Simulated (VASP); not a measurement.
**BiMo (zincblende type): relaxation of cell and atoms with PBEsol**

Crystal: BiMo (zincblende type).

```
Mo Bi
1.0
     0.00000    2.26082    2.26082
     2.26082    0.00000    2.26082
     2.26082    2.26082    0.00000
Mo Bi
1 1
Cartesian
  0.0000 0.0000 0.0000
  1.1304 1.1304 1.1304
```

- Program: VASP 6.6.1
- Task: relaxation of cell and atoms
- Functional: PBEsol
- Potentials or basis: VASP PAW PBE potentials, release 64 (Mo_sv, Bi_d)
- Cutoff: 600 eV
- k mesh: 13 × 13 × 13
- Occupations: fermi-dirac, width 0.1 eV
- Spin: no spin polarisation
- Target pressure: 400 GPa
- Dipole correction: no
- Further INCAR settings: ALGO = Normal; EDIFF = 1e-07; IBRION = 2; EDIFFG = -0.005; NSW = 60; ISIF = 3

```json
{
 "Relaxed volume": "12.94 Å³/atom",
 "Relaxed cell": "a = 3.320 Å, b = 3.320 Å, c = 3.320 Å, α = 60.00°, β = 60.00°, γ = 60.00°",
 "Space group after relaxing (to 0.1 Å)": "F-43m (No. 216)",
 "Energy change on relaxing (the run minimises the enthalpy)": "-4126.2 meV/atom",
 "Ionic steps": "12",
 "Pressure after relaxing": "400.0 GPa",
 "Band gap on the k mesh": "zero (an odd number of electrons rules out a gap without spin polarisation)"
}
```

The path:
```
step  energy change (eV)  largest force (eV/Å)  pressure (GPa)  volume (Å³)
   1              0.0000                0.0000          566.93        23.11
   2            -26.7564                0.0000          -13.71        91.30
   3            -17.1970                0.0000          225.46        30.60
   4             -8.7564                0.0000          389.95        26.08
   5             -8.2731                0.0000          399.59        25.89
   6             -8.1291                0.0000          402.46        25.83
   7             -8.1541                0.0000          401.96        25.84
   8             -8.2290                0.0000          400.47        25.87
   9             -8.2325                0.0000          400.41        25.87
  10             -8.2431                0.0000          400.19        25.87
  11             -8.2643                0.0000          399.76        25.88
  12             -8.2525                0.0000          399.99        25.88
```

Final structure:
```
Mo Bi
1.0
     0.00000    2.34761    2.34761
     2.34761    0.00000    2.34761
     2.34761    2.34761    0.00000
Mo Bi
1 1
Direct
  0.00000 0.00000 0.00000
  0.25000 0.25000 0.25000
```

Levels at points of the mesh, in eV from the Fermi level:
```
           k point  band 12  band 13  band 14  band 15  band 16  band 17  band 18
(0.00, 0.00, 0.00)    -5.04    -5.04     0.01     0.01     6.16     8.87     8.87
```

Wall time 10 min on 1 thread of Intel Xeon 8259CL, on a shared host, peak memory 0.2 GiB.

Caveat: the cell is relaxed towards a set pressure, so the run minimises the enthalpy, not the energy; atoms lie so close that the PAW spheres overlap strongly, which falsifies energies and pressures; the PAW data sets were made with another functional, which shifts forces and pressure a little; spin-orbit coupling is left out, which moves the levels of the heavy elements.
